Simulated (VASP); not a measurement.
Wanted: the native input for a VASP 6.6.1 run.

```yaml
Task: single point
Functional: PBE
Potentials_or_basis: VASP PAW PBE potentials, release 64 (Be, Si)
Cutoff: 520 eV
k_mesh: 6 × 6 × 1
Occupations: gaussian, width 0.15 eV
Spin: no spin polarisation
Dipole_correction: no
Further_INCAR_settings: ALGO = Normal; EDIFF = 1e-06; NBANDS = 26
```

The structure of Be12Si lies in POSCAR:

```
Be12Si
1.0
    4.5800000000      0.0000000000      0.0000000000
    2.2900000000      3.9663960000      0.0000000000
    0.0000000000      0.0000000000     16.5884300000
Be Si
12 1
Direct
    0.0000000000      0.0000000000      0.0602829804
    0.5000000000      0.0000000000      0.0602829804
    0.0000000000      0.5000000000      0.0602829804
    0.5000000000      0.5000000000      0.0602829804
   -0.1728575739      0.3328618726      0.1691502451
    0.3428038462      0.3340896875      0.1695040459
   -0.1662021504      0.8344318116      0.1654321717
    0.3325951644      0.8325651297      0.1719073475
   -0.0029938735     -0.0035301568      0.2814700969
    0.5050997422      0.0001293366      0.2776675671
    0.0083763429      0.4949180566      0.2689018189
    0.5042189128      0.5087805151      0.2876365636
    0.8465287225      0.7259582755      0.3875603056
```

These files were run (other wordings do the same):

INCAR

```
SYSTEM = Be12Si
PREC = Accurate ; ENCUT = 520
EDIFF = 1E-6 ; ISMEAR = 0
SIGMA = 0.15 ; LREAL = .False.
LASPH = .True. ; NELM = 60
ALGO = Normal ; ISIF = 2
LWAVE = .False. ; LCHARG = .False.
GGA = PE ; NBANDS = 26
```

KPOINTS

```
Automatic mesh
0
Gamma
  6 6 1
  0 0 0
```

Potentials or basis: VASP PAW PBE potentials, release 64 (Be, Si).

Command:

```console
$ cat potpaw_PBE.64/Be/POTCAR potpaw_PBE.64/Si/POTCAR > POTCAR
$ mpirun -np 1 vasp_std > vasp.out
```

Results of the run:

```yaml
Largest_force: 0.350 eV/Å
Band_gap_on_the_k_mesh: zero (bands 14 and 15 overlap by 0.04 eV)
```

Caveat: there is no dipole correction, which matters where the two faces differ.

Wall time 5.8 min on 1 thread of AMD EPYC 7R43 64-Core Processor (Zen 3) (shared host), peak memory 0.4 GiB.
